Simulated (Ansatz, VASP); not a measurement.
## Two plane-wave programs on Si

```
Si
1.0
    -1.59370    1.59370    1.29338
     1.59370   -1.59370    1.29338
     1.59370    1.59370   -1.29338
Si
1
Direct
  0.00000 0.00000 0.00000
```

Alike in both runs: task single point; functional LDA; k mesh 13 × 13 × 13; occupations fermi-dirac, width 0.05 eV; no spin polarisation.

|  | VASP | Ansatz |
| --- | --- | --- |
| version | VASP 6.6.1 | Ansatz 0.2.0 |
| potentials or method | VASP PAW LDA potentials, release 64 (Si) | Ansatz PAW |
| plane-wave cutoff (eV) | 520 | 420 |
| valence electrons in the cell | 4 | 4 |

```csv
,VASP,Ansatz,Ansatz less VASP
gap on the k mesh at the Fermi level (eV),none,none,-
pressure (GPa),6.7,6.6,-0.10
"traceless stress, the component that is largest in VASP (GPa)",-1.86,-1.84,+0.021
```

LDA's correlation is that of Perdew and Zunger in VASP and of Perdew and Wang (1992) in Ansatz. A gap of «none» marks a metal or a gap that the smearing closes.
